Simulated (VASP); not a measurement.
Set up this calculation in VASP 6.6.1, as the native input.

```yaml
Task: single point
Functional: PBEsol
Dispersion: D3(BJ)
Potentials_or_basis: VASP PAW PBE potentials, release 64 (In_d, Se)
Cutoff: 520 eV
k_mesh: 10 × 10 × 8
Occupations: gaussian, width 0.02 eV
Spin: no spin polarisation
Dipole_correction: no
Further_INCAR_settings: ALGO = Normal; EDIFF = 1e-06; NBANDS = 27
```

The structure of InSe lies in POSCAR:

```
InSe
1.0
    5.8679031274     -2.0550000000      0.0000000000
    5.8679031274      2.0550000000      0.0000000000
   -1.5994149714      0.0000000000      4.3236525935
In Se
2 2
Direct
    0.8860046184      0.8860046184      0.0316700420
    0.1139953816      0.1139953816      0.9683299580
    0.6558248083      0.6558248083      0.6407011719
    0.3441751917      0.3441751917      0.3592988281
```

One way to write it, as run:

INCAR

```
SYSTEM = InSe
PREC = Accurate
ENCUT = 520
EDIFF = 1E-6
ISMEAR = 0
SIGMA = 0.02
LREAL = .FALSE.
LASPH = .TRUE.
NELM = 60
ALGO = Normal
ISIF = 2
LWAVE = .FALSE.
LCHARG = .TRUE.
GGA = PS
IVDW = 12
LELF = .TRUE.
LVHAR = .TRUE.
NBANDS = 27
```

KPOINTS

```
regular mesh
0
G
  10 10 8
  0 0 0
```

Potentials or basis: VASP PAW PBE potentials, release 64 (In_d, Se).

Launch:

```console
$ cat potpaw_PBE.64/In_d/POTCAR potpaw_PBE.64/Se/POTCAR > POTCAR
$ mpirun -np 1 vasp_std > vasp.out
```

Results of the run:

| Property | Result |
| --- | --- |
| Pressure | -2.1 GPa |
| Largest force | 0.018 eV/Å |
| Band gap on the k mesh | 0.80 eV (least direct gap 1.01 eV) |
| Dispersion energy per atom | -0.324 eV |

Caveat: the PAW data sets were made with another functional, which shifts forces and pressure a little; spin-orbit coupling is left out, which moves the levels of the heavy elements.

Run time: 6.4 min on 1 thread of Intel(R) Xeon(R) 6975P-C (Granite Rapids) (shared host), peak memory 0.68 GiB.
